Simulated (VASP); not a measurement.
Here is a VASP 6.6.1 calculation.

The input INCAR:

```
PREC = Accurate
ENCUT = 520
EDIFF = 1E-6
ISMEAR = 0
SIGMA = 0.05
LREAL = F
LASPH = T
NELM = 60
ALGO = Normal
ISIF = 2
LWAVE = F
LCHARG = T
GGA = PE
LELF = T
LVHAR = T
NBANDS = 16
```

KPOINTS

```
regular mesh
0
Gamma
  8 8 8
```

POSCAR

```
ZnS
1.0
    0.0000000000      2.5681410505      2.5681410505
    2.5681410505      0.0000000000      2.5681410505
    2.5681410505      2.5681410505      0.0000000000
Zn S
1 1
Direct
    0.2500000000      0.2500000000      0.2500000000
    0.0000000000      0.0000000000      0.0000000000
```

Potentials or basis: VASP PAW PBE potentials, release 64 (Zn, S).

The run is started by

```sh
$ cat potpaw_PBE.64/Zn/POTCAR potpaw_PBE.64/S/POTCAR > POTCAR
$ mpirun -np 1 vasp_std > vasp.out
```

(1) What does it give for the pressure?

(2) Predict the band gap on the k mesh.

Results:

(1) 18.1 GPa.

(2) 2.81 eV, direct.
